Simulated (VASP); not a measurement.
Runs of VASP 6.6.1 on GeSb4Te4. The structure is that of space group P-3m1 (No. 164), or close to it. The cells are those of the table. 

| cell | gap on the mesh (eV) | pressure (GPa) | largest force (eV/Å) |
| --- | --- | --- | --- |
| a = 3.984, b = 3.984, c = 17.649 Å, angles 90.0, 90.0, 120.0°, 9 atoms | none | 11.4 | 1.25 |
| a = 3.984, b = 3.984, c = 16.237 Å, angles 90.0, 90.0, 120.0°, 9 atoms | none | 21.1 | (c) |
| a = 3.984, b = 3.984, c = 16.943 Å, angles 90.0, 90.0, 120.0°, 9 atoms | none | (a) | 1.78 |
| a = 4.157, b = 4.157, c = 16.237 Å, angles 90.0, 90.0, 120.0°, 9 atoms | none | 11.4 | 1.36 |
| a = 4.676, b = 4.676, c = 17.649 Å, angles 90.0, 90.0, 120.0°, 9 atoms | 0.11 | (b) | 0.53 |

Alike in all rows: task single point; level PBE; potentials or basis VASP PAW PBE potentials, release 64 (Ge_d, Sb, Te); no spin polarisation; k mesh 12 × 12 × 2; cutoff (eV) 520; smearing gaussian 0.03 eV.

**Question.** Fill in the values left out.

**Answer.** (a) 15.8; (b) -5.3; (c) 2.22.

Caveats: spin-orbit coupling is left out, which moves the levels of the heavy elements; forces of over 1 eV/Å act on the atoms, so gaps and moduli don't describe the material at rest (some runs).

A k mesh can miss the band edges, and the runs leave out spin-orbit coupling on Ge, Sb, Te.

A gap of «none» marks levels without a gap at the run's occupations.
